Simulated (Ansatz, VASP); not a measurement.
**Ge in VASP and in Ansatz**

```
Ge
1.0
     1.38261   -2.51950    0.00000
     1.38261    2.51950    0.00000
     0.00000    0.00000    2.60309
Ge
1
Direct
  0.50000 0.50000 0.00000
```

Change from the starting cell: strain +0.000 along x and y, -0.015 along z, atoms carried along.

Alike in both runs: task single point; functional PBEsol; k mesh 24 × 24 × 22; occupations gaussian, width 0.15 eV; no spin polarisation.

```csv
,VASP,Ansatz
version,VASP 6.6.1,Ansatz 0.2.0
potentials or method,"VASP PAW PBE potentials, release 64 (Ge_d), cutoff 520 eV","scalar-relativistic, plane waves, PAW"
valence electrons in the cell,14,14
```

```tsv
	VASP	Ansatz	Ansatz less VASP
gap on the k mesh at the Fermi level (eV)	none	none	-
pressure (GPa)	1.1	1.2	+0.14
traceless stress, the component that is largest in VASP (GPa)	-2.22	-2.25	-0.029
```

VASP's potentials were made for PBE, not for PBEsol. A gap of «none» marks a metal or a gap that the smearing closes. The functional is the same, so the differences come from potentials, cutoffs and numerics.
